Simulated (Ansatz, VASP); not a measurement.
ZrSi2: VASP beside Ansatz

The input INCAR:

```
PREC = Accurate ; ENCUT = 600
EDIFF = 1E-6 ; ISMEAR = 0
SIGMA = 0.1 ; LREAL = False
LASPH = True ; NELM = 100
ALGO = Normal ; ISIF = 3
LWAVE = False ; LCHARG = False
GGA = PE ; IBRION = 2
NSW = 90 ; EDIFFG = -0.04
```

The input KPOINTS:

```
Automatic mesh
0
Gamma
  6 6 6
```

File POSCAR:

```
ZrSi2
1.0
    4.0130081687      0.0000000000      0.0000000000
   -2.0065040843      3.4753670197      0.0000000000
    0.0000000000      0.0000000000      3.6049137042
Zr Si
1 2
Direct
    0.0000000000      0.0000000000      0.0000000000
    0.3333333333      0.6666666667      0.5000000000
    0.6666666667      0.3333333333      0.5000000000
```

Input for Ansatz:

```yaml
crystal:
  lattice:
    - [4.0130081687, 0.0, 0.0]
    - [-2.0065040843, 3.4753670197, 0.0]
    - [0.0, 0.0, 3.6049137042]
  atoms:
    - { symbol: Zr, position: [0.0, 0.0, 0.0] }
    - { symbol: Si, position: [0.3333333333, 0.6666666667, 0.5] }
    - { symbol: Si, position: [0.6666666667, 0.3333333333, 0.5] }
basis:
  ecutwfc: 420
kpoints:
  mp_grid: { grid: [6, 6, 6] }
hamiltonian:
  xc: pbe
scf:
  occupations: { method: gaussian, width: 0.1 }
  lower_state_search: "off"
output:
  forces: true
  stress: true
  eigenvalues: true
relax:
  adjacent_minimum: "off"
  f_tol: 0.04
  max_steps: 70
  cell: { stress_tol: 0.4 }
```

Alike in both runs: task relaxation of cell and atoms; functional PBE; k mesh 6 × 6 × 6; occupations gaussian, width 0.1 eV; no spin polarisation.

|  | VASP | Ansatz |
| --- | --- | --- |
| version | VASP 6.6.1 | Ansatz 0.2.0 |
| potentials or method | VASP PAW PBE potentials, release 64 (Zr_sv, Si), cutoff 600 eV | scalar-relativistic, plane waves, PAW |
| valence electrons in the cell | 20 | 20 |

|  | VASP | Ansatz | Ansatz less VASP |
| --- | --- | --- | --- |
| gap on the k mesh at the Fermi level, each at its own relaxed structure (eV) | none | none | - |
| relaxed volume (Å³/atom) | 16.77 | 16.74 | -0.029 |
| relaxed cell length with the largest relative difference (Å) | 4.025 | 4.022 | -0.0033 |

A gap of «none» marks a metal or a gap that the smearing closes.
